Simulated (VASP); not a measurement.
## Mn: single point with LDA

Crystal: Mn.

```
Mn
1.0
     2.31563    0.00000    0.00000
     0.00000    2.31563    0.00000
     0.00000    0.00000    2.31563
Mn
1
Direct
  0.00000 0.00000 0.00000
```

This cell differs from its parent crystal: volume scaled by 1.12.

```yaml
Program: VASP 6.6.1
Task: single point
Functional: LDA
Potentials_or_basis: VASP PAW LDA potentials, release 64 (Mn_pv)
Cutoff: 520 eV
k_mesh: 16 × 16 × 16
Occupations: fermi-dirac, width 0.1 eV
Spin: no spin polarisation
```

The pressure is -22.0 GPa.

Levels at points of the mesh, in eV from the Fermi level:
```tsv
k point	band 3	band 4	band 5	band 6	band 7	band 8	band 9	band 10
(0.00, 0.00, 0.00)	-47.29	-7.72	-3.45	-3.45	1.55	1.55	1.55	19.80
(0.50, 0.00, 0.00)	-47.22	-3.49	-2.77	-0.88	-0.16	-0.16	1.71	6.33
(0.50, 0.50, 0.00)	-47.15	-4.62	-2.14	0.20	0.20	2.78	5.89	5.89
(0.50, 0.50, 0.50)	-47.87	-3.19	-3.19	-3.19	2.87	2.87	12.10	13.46
```

Wall time 10 s on 1 thread of AMD EPYC 9R45 96-Core Processor (Zen 5) (shared host), peak memory 0.1 GiB.

Caveat: the run has no spin polarisation, though such a crystal can be magnetic. Spin polarisation is off, so any magnetic state and its effect on volume and gap are missing.
